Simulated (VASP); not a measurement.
# ZrC (Fm-3m) in VASP: further runs

Runs on ZrC. Level: PBE. Tasks: density of states.

Everything below comes from runs of VASP 6.6.1. Logs are shortened: lines on timing, memory, paths and dates and some standing lists are left out, and cuts for length are marked.

## Step 1: The cell of the first run

The structure is cubic, space group Fm-3m (No. 225). The conventional cell has a = 4.709 Å, b = 4.709 Å, c = 4.709 Å, α = 90.00°, β = 90.00°, γ = 90.00°. Within 3.1 Å of Zr (site symmetry m-3m) lie 6 C at 2.35 Å. Within 3.1 Å of C (site symmetry m-3m) lie 6 Zr at 2.35 Å.

## Step 2: Density of states, PBE

File POSCAR:

```
ZrC
1.0
    0.0000000000      2.3543976075      2.3543976075
    2.3543976075      0.0000000000      2.3543976075
    2.3543976075      2.3543976075      0.0000000000
Zr C
1 1
Direct
    0.5000000000      0.5000000000      0.5000000000
    0.0000000000      0.0000000000      0.0000000000
```

File INCAR.step1:

```
  PREC = Accurate
  ENCUT = 520
  EDIFF = 1E-6
  ISMEAR = 0
  SIGMA = 0.1
  LREAL = F
  LASPH = T
  NELM = 80
  ALGO = Normal
  ISIF = 2
  LWAVE = F
  LCHARG = T
  LMAXMIX = 4
  GGA = PE
  NBANDS = 15
```

File KPOINTS.step1:

```
Automatic mesh
0
Gamma
  16 16 16
```

File INCAR.step2:

```
  PREC = Accurate
  ENCUT = 520
  EDIFF = 1E-6
  ISMEAR = -5
  SIGMA = 0.1
  LREAL = F
  LASPH = T
  NELM = 80
  ALGO = Normal
  ISIF = 2
  LWAVE = F
  LCHARG = F
  LMAXMIX = 4
  GGA = PE
  LORBIT = 10
  NBANDS = 15
  NEDOS = 2001
  ICHARG = 11
```

File KPOINTS.step2:

```
Automatic mesh
0
Gamma
  24 24 24
```

Potentials or basis: VASP PAW PBE potentials, release 64 (Zr_sv, C).

On the command line:

```console
$ cat potpaw_PBE.64/Zr_sv/POTCAR potpaw_PBE.64/C/POTCAR > POTCAR
$ cp INCAR.step1 INCAR
$ cp KPOINTS.step1 KPOINTS
$ mpirun -np 1 vasp_std > vasp.out
$ cp INCAR.step2 INCAR
$ cp KPOINTS.step2 KPOINTS
$ mpirun -np 1 vasp_std > vasp.out
```

OUTCAR:

```text
PREC = Accurate
   ENCUT = 520
   EDIFF = 1E-6
   ISMEAR = -5
   LREAL = F
   LASPH = T
   NELM = 80
   ISIF = 2
   GGA = PE
   LORBIT = 10
   ICHARG = 11

 ion  position               nearest neighbor table
   1  0.500  0.500  0.500-   2 2.35   2 2.35   2 2.35   2 2.35   2 2.35   2 2.35
   2  0.000  0.000  0.000-   1 2.35   1 2.35   1 2.35   1 2.35   1 2.35   1 2.35

  LATTYP: Found a face centered cubic cell.
 ALAT       =     4.7087952150

  Lattice vectors:

 A1 = (   0.0000000000,   2.3543976075,   2.3543976075)
 A2 = (   2.3543976075,   0.0000000000,   2.3543976075)
 A3 = (   2.3543976075,   2.3543976075,   0.0000000000)

Analysis of symmetry for initial positions (statically):
=====================================================================
 Subroutine PRICEL returns:
 Original cell was already a primitive cell.

 Routine SETGRP: Setting up the symmetry group for a
 face centered cubic supercell.

 Subroutine GETGRP returns: Found 48 space group operations
 (whereof 48 operations were pure point group operations)
 out of a pool of 48 trial point group operations.

The static configuration has the point symmetry O_h .

Analysis of symmetry for dynamics (positions and initial velocities):
=====================================================================
 Subroutine PRICEL returns:
 Original cell was already a primitive cell.

 Routine SETGRP: Setting up the symmetry group for a
 face centered cubic supercell.

 Subroutine GETGRP returns: Found 48 space group operations
 (whereof 48 operations were pure point group operations)
 out of a pool of 48 trial point group operations.

The dynamic configuration has the point symmetry O_h .

 Subroutine INISYM returns: Found 48 space group operations
 (whereof 48 operations are pure point group operations),
 and found     1 'primitive' translations

----------------------------------------------------------------------------------------

                                     Primitive cell

  volume of cell :      26.1017

  direct lattice vectors                    reciprocal lattice vectors
     0.000000000  2.354397608  2.354397608    -0.212368547  0.212368547  0.212368547
     2.354397608  0.000000000  2.354397608     0.212368547 -0.212368547  0.212368547
     2.354397608  2.354397608  0.000000000     0.212368547  0.212368547 -0.212368547

  length of vectors
     3.329621028  3.329621028  3.329621028     0.367833114  0.367833114  0.367833114

  position of ions in fractional coordinates (direct lattice)
     0.500000000  0.500000000  0.500000000
     0.000000000  0.000000000  0.000000000

  ion indices of the primitive-cell ions
   primitive index   ion index
                 1           1
                 2           2

----------------------------------------------------------------------------------------

 KPOINTS: Automatic mesh

Automatic generation of k-mesh.
 Grid dimensions read from file:
 generate k-points for:   24   24   24

 Generating k-lattice:

  Cartesian coordinates                     Fractional coordinates (reciprocal lattice)
    -0.008848689  0.008848689  0.008848689     0.041666667  0.000000000  0.000000000
     0.008848689 -0.008848689  0.008848689     0.000000000  0.041666667  0.000000000
     0.008848689  0.008848689 -0.008848689     0.000000000  0.000000000  0.041666667

  Length of vectors
     0.015326380  0.015326380  0.015326380

  Shift w.r.t. Gamma in fractional coordinates (k-lattice)
     0.000000000  0.000000000  0.000000000

 TETIRR: Found   1864 inequivalent tetrahedra from    82944

 Subroutine IBZKPT returns following result:
 ===========================================

 Found    413 irreducible k-points:

 Following reciprocal coordinates:
            Coordinates               Weight
  0.000000  0.000000  0.000000      1.000000
  0.041667  0.000000  0.000000      8.000000
  0.083333  0.000000  0.000000      8.000000
  0.125000  0.000000  0.000000      8.000000
  0.166667  0.000000  0.000000      8.000000
  0.208333  0.000000  0.000000      8.000000
[... 16 lines left out ...]
  0.416667  0.041667  0.000000     24.000000
  0.458333  0.041667  0.000000     24.000000
 [... further k-points ...]
   k-points           NKPTS =    413   k-points in BZ     NKDIM =    413   number of bands    NBANDS=     15
   number of dos      NEDOS =   2001   number of ions     NIONS =      2
   total plane-waves  NPLWV =  21952
   dimension x,y,z NGX =    28 NGY =   28 NGZ =   28
   dimension x,y,z NGXF=    56 NGYF=   56 NGZF=   56
   ions per type =               1   1
   NGX,Y,Z   is equivalent  to a cutoff of  13.98, 13.98, 13.98 a.u.
   NGXF,Y,Z  is equivalent  to a cutoff of  27.96, 27.96, 27.96 a.u.
 SYSTEM =  unknown system
   PREC   = accura    normal or accurate (medium, high low for compatibility)
   ISTART =      0    job   : 0-new  1-cont  2-samecut
   ICHARG =     11    charge: 1-file 2-atom 10-const
   ISPIN  =      1    spin polarized calculation?
   LNONCOLLINEAR =      F non collinear calculations
   LSORBIT =      F    spin-orbit coupling
   LASPH  =      T    aspherical Exc in radial PAW
   ENCUT  =  520.0 eV  38.22 Ry    6.18 a.u.   6.19  6.19  6.19*2*pi/ulx,y,z
   NELM   =     80;   NELMIN=  2; NELMDL=  0     # of ELM steps
   EDIFF  = 0.1E-05   stopping-criterion for ELM
   LREAL  =      F    real-space projection
   EDIFFG = 0.1E-04   stopping-criterion for IOM
   NSW    =      0    number of steps for IOM
   IBRION =     -1    ionic relax: 0-MD 1-quasi-New 2-CG
   NFREE  =      0    steps in history (QN), initial steepest desc. (CG)
   ISIF   =      2    stress and relaxation
   ISYM   =      2    0-nonsym 1-usesym 2-fastsym
   POTIM  = 0.5000    time-step for ionic-motion
   TEBEG  =    0.0;   TEEND  =   0.0 temperature during run
   PSTRESS=    0.0 pullay stress
   NELECT =      16.0000    total number of electrons
   NUPDOWN=      -1.0000    fix difference up-down
   EMIN   =  10.00;   EMAX   =-10.00  energy-range for DOS
   EFERMI =   0.00;   METHOD = LEGACY
   ISMEAR =    -5;   SIGMA  =   0.10  broadening in eV -4-tet -1-fermi 0-gaus
   EFERMI_NEDOS =   21; number of points for ismear=-14 and -15
   IALGO  =     38    algorithm
   IMIX   =      4    mixing-type and parameters
     AMIX     =   0.40;   BMIX     =  1.00
     AMIX_MAG =   1.60;   BMIX_MAG =  1.00
  volume/ion in A,a.u.               =      13.05        88.07
  Fermi-wavevector in a.u.,A,eV,Ry     =   1.390673  2.627991 26.313278  1.933971
  Thomas-Fermi vector in A             =   2.514585
   LORBIT       =     10    0 simple, 1 ext, 2 COOP (PROOUT), +10 PAW based schemes
   GGA     = PE    functional components
   LHFCALC =     F    Hartree Fock is set to
   AEXX    =    0.0000 exact exchange contribution
   IVDW    =     0    specifies the selected vdW correction
   LEPSILON=     F    determine dielectric tensor
   LRPA    =     F    only Hartree local field effects (RPA)
 non-spin polarized calculation
 Fermi weights with tetrahedron method with Bloechl corrections
  energy-cutoff  :      520.00
  volume of cell :       26.10
 maximum number of plane-waves:       725
 NGX is ok and might be reduce to    28

 number of electron      16.0000000 magnetization

 Free energy of the ion-electron system (eV)
  ---------------------------------------------------
  ext. energy  EPLUGINS =         0.00000000
  ---------------------------------------------------
  free energy    TOTEN  =       -19.46189226 eV

  energy without entropy =      -19.46189226  energy(sigma->0) =      -19.46189226

 E-fermi :   9.5732     XC(G=0): -12.1069

 val. band max:        9.6049478085   @ k =   0.5000   0.5000   0.0000
 cond. band min:       9.5251185086   @ k =   0.2500   0.2083   0.0000
 fundamental gap:     -0.0798292999
 Fermi energy:         9.5731877198

 k-point     1 :       0.0000    0.0000    0.0000
  band No.  band energies     occupation
      1     -38.5742      2.00000
      2     -16.2882      2.00000
      3     -16.2882      2.00000
      4     -16.2882      2.00000
      5      -1.7363      2.00000
      6      10.4848      0.00000
      7      10.4848      0.00000
      8      10.4848      0.00000
      9      10.6437      0.00000
     10      10.6437      0.00000
     11      10.6437      0.00000
     12      12.3483      0.00000
     13      12.3483      0.00000
     14      16.7990      0.00000
     15      20.0059      0.00000

 k-point     2 :       0.0417    0.0000    0.0000
  band No.  band energies     occupation
      1     -38.5726      2.00000
      2     -16.3036      2.00000
      3     -16.2895      2.00000
      4     -16.2895      2.00000
      5      -1.6968      2.00000
      6      10.0346     -0.25229
      7      10.1812      0.00000
      8      10.1812      0.00000
      9      10.7802      0.00000
     10      10.7802      0.00000
     11      11.0009      0.00000
     12      12.5971      0.00000
     13      12.5971      0.00000
     14      16.8875      0.00000
     15      20.1153      0.00000

 k-point     3 :       0.0833    0.0000    0.0000
  band No.  band energies     occupation
      1     -38.5677      2.00000
      2     -16.3485      2.00000
      3     -16.2935      2.00000
      4     -16.2935      2.00000
      5      -1.5802      2.00000
      6       9.4407      1.84129
      7       9.6895      0.64741
      8       9.6895      0.39288
      9      10.9387      0.00000
     10      10.9387      0.00000
     11      11.3351      0.00000
     12      13.1731      0.00000
     13      13.1731      0.00000
     14      17.1361      0.00000
     15      20.4316      0.00000
[... 343 lines left out ...]
 k-point    23 :       0.4167    0.0417    0.0000
  band No.  band energies     occupation
      1     -38.4834      2.00000
      2     -17.0496      2.00000
      3     -16.3681      2.00000
      4     -16.3621      2.00000
      5       0.8553      2.00000
      6       4.8385      2.00000
      7       6.7870      2.00000
      8       6.8935      2.00000
      9      13.1851      0.00000
     10      13.7684      0.00000
     11      14.0453      0.00000
     12      17.3145      0.00000
     13      18.5598      0.00000
     14      19.2044      0.00000
     15      23.3177      0.00000

 k-point    24 :       0.4583    0.0417    0.0000
  band No.  band energies     occupation
      1     -38.4774      2.00000
      2     -17.0961      2.00000
      3     -16.3701      2.00000
      4     -16.3696      2.00000
      5       1.1240      2.00000
      6       4.5042      2.00000
      7       6.6893      2.00000
      8       6.7508      2.00000
      9      13.5827      0.00000
     10      13.9822      0.00000
     11      14.4820      0.00000
     12      16.6978      0.00000
     13      19.1048      0.00000
     14      19.5324      0.00000
     15      22.8122      0.00000

 [... further k-points ...]
[... 5 lines left out ...]
  --------------------------------------------------------------------------------------
  -------------------------------------------------------------------------------------
  Total        0.0355715      0.0355715      0.0355715      0.0000000      0.0000000     -0.0000000
  in kB        2.1834504      2.1834504      2.1834504      0.0000000      0.0000000     -0.0000000
  external PRESSURE =       2.1834504 kB  Pullay stress =       0.0000000 kB

 VOLUME and BASIS-vectors are now :
 -----------------------------------------------------------------------------
  energy-cutoff  :      520.00
  volume of cell :       26.10
      direct lattice vectors                 reciprocal lattice vectors
     0.000000000  2.354397608  2.354397608    -0.212368547  0.212368547  0.212368547
     2.354397608  0.000000000  2.354397608     0.212368547 -0.212368547  0.212368547
     2.354397608  2.354397608  0.000000000     0.212368547  0.212368547 -0.212368547

 POSITION                                       TOTAL-FORCE (eV/Angst)
 -----------------------------------------------------------------------------------
      2.35440      2.35440      2.35440         0.000000     -0.000000     -0.000000
      0.00000      0.00000      0.00000        -0.000000      0.000000      0.000000
 -----------------------------------------------------------------------------------
    total drift:                                0.000000      0.000000      0.000000

  FREE ENERGIE OF THE ION-ELECTRON SYSTEM (eV)
  ---------------------------------------------------
  free  energy   TOTEN  =       -19.4618922588 eV

  energy  without entropy=      -19.4618922588  energy(sigma->0) =      -19.46189226

 total charge

# of ion       s       p       d       tot
------------------------------------------
    1        2.174   6.041   1.619   9.834
    2        0.885   1.472   0.000   2.358
--------------------------------------------------
tot          3.059   7.513   1.619  12.192
```

Run time: 97 s. Hardware: 1 thread of AMD EPYC 9R45 (Zen 5), shared host; peak memory 0.25 GiB.

Results:

| Quantity | Value |
| --- | --- |
| Valence electrons inside the program's atomic spheres | Zr 9.83; C 2.36 |

Levels at points of the mesh, in eV from the Fermi level:
```csv
k point,band 4,band 5,band 6,band 7,band 8,band 9,band 10,band 11,band 12,band 13
"(0.00, 0.00, 0.00)",-25.86,-11.31,0.91,0.91,0.91,1.07,1.07,1.07,2.78,2.78
"(0.50, 0.00, 0.00)",-25.94,-8.26,-5.30,-2.94,-2.94,4.45,4.45,5.28,6.48,10.05
"(0.50, 0.50, 0.00)",-26.14,-10.14,-2.09,-1.76,0.03,0.03,4.40,5.60,5.60,7.90
```

Caveat: tetrahedron occupations give inexact forces and stress in metals.

## Step 3: Density of states, PBE

File POSCAR:

```
ZrC
1.0
    0.0000000000      2.3543976077      2.3543976077
    2.3543976077      0.0000000000      2.3543976077
    2.3543976077      2.3543976077      0.0000000000
Zr C
1 1
Direct
    0.5000000000      0.5000000000      0.5000000000
    0.0000000000      0.0000000000      0.0000000000
```

INCAR.step1 is that of step 2.

KPOINTS.step1 is that of step 2.

INCAR.step2 is that of step 2.

KPOINTS.step2 is that of step 2.

Potentials or basis: VASP PAW PBE potentials, release 64 (Zr_sv, C).

On the command line:

```console
$ cat potpaw_PBE.64/Zr_sv/POTCAR potpaw_PBE.64/C/POTCAR > POTCAR
$ cp INCAR.step1 INCAR
$ cp KPOINTS.step1 KPOINTS
$ mpirun -np 1 vasp_std > vasp.out
$ cp INCAR.step2 INCAR
$ cp KPOINTS.step2 KPOINTS
$ mpirun -np 1 vasp_std > vasp.out
```

OUTCAR:

```text
PREC = Accurate
   ENCUT = 520
   EDIFF = 1E-6
   ISMEAR = -5
   LREAL = F
   LASPH = T
   NELM = 80
   ISIF = 2
   GGA = PE
   LORBIT = 10
   ICHARG = 11

 ion  position               nearest neighbor table
   1  0.500  0.500  0.500-   2 2.35   2 2.35   2 2.35   2 2.35   2 2.35   2 2.35
   2  0.000  0.000  0.000-   1 2.35   1 2.35   1 2.35   1 2.35   1 2.35   1 2.35

  LATTYP: Found a face centered cubic cell.
 ALAT       =     4.7087952154

  Lattice vectors:

 A1 = (   0.0000000000,   2.3543976077,   2.3543976077)
 A2 = (   2.3543976077,   0.0000000000,   2.3543976077)
 A3 = (   2.3543976077,   2.3543976077,   0.0000000000)

Analysis of symmetry for initial positions (statically):
=====================================================================
 Subroutine PRICEL returns:
 Original cell was already a primitive cell.

 Routine SETGRP: Setting up the symmetry group for a
 face centered cubic supercell.

 Subroutine GETGRP returns: Found 48 space group operations
 (whereof 48 operations were pure point group operations)
[... 590 lines left out ...]
      2     -17.0961      2.00000
      3     -16.3701      2.00000
      4     -16.3696      2.00000
      5       1.1240      2.00000
      6       4.5042      2.00000
      7       6.6893      2.00000
      8       6.7508      2.00000
      9      13.5827      0.00000
     10      13.9822      0.00000
     11      14.4820      0.00000
     12      16.6978      0.00000
     13      19.1048      0.00000
     14      19.5324      0.00000
     15      22.8122      0.00000

 [... further k-points ...]

------------------------ aborting loop because EDIFF is reached ----------------------------------------

  FORCE on cell =-STRESS in cart. coord.  units (eV):
  Direction    XX          YY          ZZ          XY          YZ          ZX
  --------------------------------------------------------------------------------------
  -------------------------------------------------------------------------------------
  Total        0.0355715      0.0355715      0.0355715      0.0000000      0.0000000      0.0000000
  in kB        2.1834500      2.1834500      2.1834500      0.0000000      0.0000000      0.0000000
  external PRESSURE =       2.1834500 kB  Pullay stress =       0.0000000 kB

 VOLUME and BASIS-vectors are now :
 -----------------------------------------------------------------------------
  energy-cutoff  :      520.00
  volume of cell :       26.10
      direct lattice vectors                 reciprocal lattice vectors
     0.000000000  2.354397608  2.354397608    -0.212368547  0.212368547  0.212368547
     2.354397608  0.000000000  2.354397608     0.212368547 -0.212368547  0.212368547
     2.354397608  2.354397608  0.000000000     0.212368547  0.212368547 -0.212368547

 POSITION                                       TOTAL-FORCE (eV/Angst)
 -----------------------------------------------------------------------------------
      2.35440      2.35440      2.35440         0.000000      0.000000      0.000000
      0.00000      0.00000      0.00000        -0.000000     -0.000000      0.000000
 -----------------------------------------------------------------------------------
    total drift:                                0.000000      0.000000      0.000000

  FREE ENERGIE OF THE ION-ELECTRON SYSTEM (eV)
  ---------------------------------------------------
  free  energy   TOTEN  =       -19.4618922585 eV

  energy  without entropy=      -19.4618922585  energy(sigma->0) =      -19.46189226

 total charge

# of ion       s       p       d       tot
------------------------------------------
    1        2.174   6.041   1.619   9.834
    2        0.885   1.472   0.000   2.358
--------------------------------------------------
tot          3.059   7.513   1.619  12.192
```

OSZICAR.step1:

```text
N       E                     dE             d eps       ncg     rms          rms(c)
DAV:   1     0.101502772333E+03    0.10150E+03   -0.86530E+03  4358   0.108E+03
DAV:   2    -0.167044735393E+02   -0.11821E+03   -0.11079E+03  5575   0.288E+02
DAV:   3    -0.228207329995E+02   -0.61163E+01   -0.60810E+01  7291   0.553E+01
DAV:   4    -0.229383297179E+02   -0.11760E+00   -0.11754E+00  5248   0.576E+00
DAV:   5    -0.229396797989E+02   -0.13501E-02   -0.13501E-02  5787   0.521E-01    0.209E+01
DAV:   6    -0.195744107604E+02    0.33653E+01   -0.63895E+00  5134   0.227E+01    0.701E+00
DAV:   7    -0.194774922953E+02    0.96918E-01   -0.68410E-01  4995   0.596E+00    0.619E+00
DAV:   8    -0.195043497143E+02   -0.26857E-01   -0.35569E-01  5267   0.460E+00    0.523E+00
DAV:   9    -0.194632922502E+02    0.41057E-01   -0.69763E-02  4784   0.189E+00    0.918E-01
DAV:  10    -0.194622060811E+02    0.10862E-02   -0.64930E-03  5729   0.661E-01    0.120E-01
DAV:  11    -0.194621995560E+02    0.65251E-05   -0.19255E-04  4945   0.136E-01    0.525E-02
DAV:  12    -0.194621935283E+02    0.60277E-05   -0.42270E-06  5529   0.182E-02    0.160E-02
DAV:  13    -0.194621916905E+02    0.18378E-05   -0.27463E-06  5330   0.102E-02    0.353E-03
DAV:  14    -0.194621915919E+02    0.98605E-07   -0.11810E-07  2756   0.231E-03
   1 F= -.19462192E+02 E0= -.19461223E+02  d E =-.193742E-02
```

Wall time 74 s (1 thread of Intel Xeon 6975P-C (Granite Rapids), shared host); peak memory 0.28 GiB.

What came out:

| Item | Value |
| --- | --- |
| Valence electrons inside the program's atomic spheres | Zr 9.83; C 2.36 |

Caveat: tetrahedron occupations give inexact forces and stress in metals.
